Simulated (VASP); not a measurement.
Input of a VASP 6.6.1 run:

INCAR

```
SYSTEM = Zn3Se2S
ALGO = Normal
EDIFF = 1E-6
EDIFFG = -0.025
ENCUT = 600
GGA = PE
IBRION = 2
ISIF = 3
ISMEAR = 0
LASPH = .TRUE.
LCHARG = .FALSE.
LREAL = .FALSE.
LWAVE = .FALSE.
NELM = 80
NSW = 80
PREC = Accurate
SIGMA = 0.1
```

KPOINTS

```
k-points
0
G
  6 6 1
  0 0 0
```

Contents of POSCAR:

```
Zn3Se2S
1.0
    3.9474676652     -0.0131643634      0.0226845172
   -1.9851345549      3.3750602431      0.0179444159
    0.1117627544      0.1666122741     19.6757142943
Zn Se S
6 4 2
Direct
    0.3182999388      0.6806200308      0.9919197667
    0.3523319992      0.6929298159      0.3399545167
    0.3185347645      0.6241821918      0.6623650502
    0.6382687122      0.3211956353      0.1800275820
    0.6732577310      0.3680650390      0.4932446092
    0.6695171112      0.3323596823      0.8444726697
    0.3584750777      0.6476477306      0.1269751042
    0.2949801103      0.6231869895      0.7904650058
    0.6982230614      0.3835212492      0.2970968521
    0.6849780903      0.3336858923      0.6181679032
    0.3342451693      0.6258643009      0.4562421223
    0.6588882342      0.3667414423      0.9690708179
```

Potentials or basis: VASP PAW PBE potentials, release 64 (Zn, Se, S).

Command:

```sh
$ cat potpaw_PBE.64/Zn/POTCAR potpaw_PBE.64/Se/POTCAR potpaw_PBE.64/S/POTCAR > POTCAR
$ mpirun -np 1 vasp_std > vasp.out
```

(1) Estimate the band gap on the k mesh.

(2) Predict the relaxed cell.

(3) What does it give for the space group after relaxing (to 0.1 Å)?

(4) Predict the relaxed volume.

Results:

(1) 1.28 eV.

(2) a = 3.984 Å, b = 3.985 Å, c = 19.628 Å, α = 89.99°, β = 90.01°, γ = 119.99°.

(3) P6_3mc (No. 186).

(4) 22.49 Å³/atom.
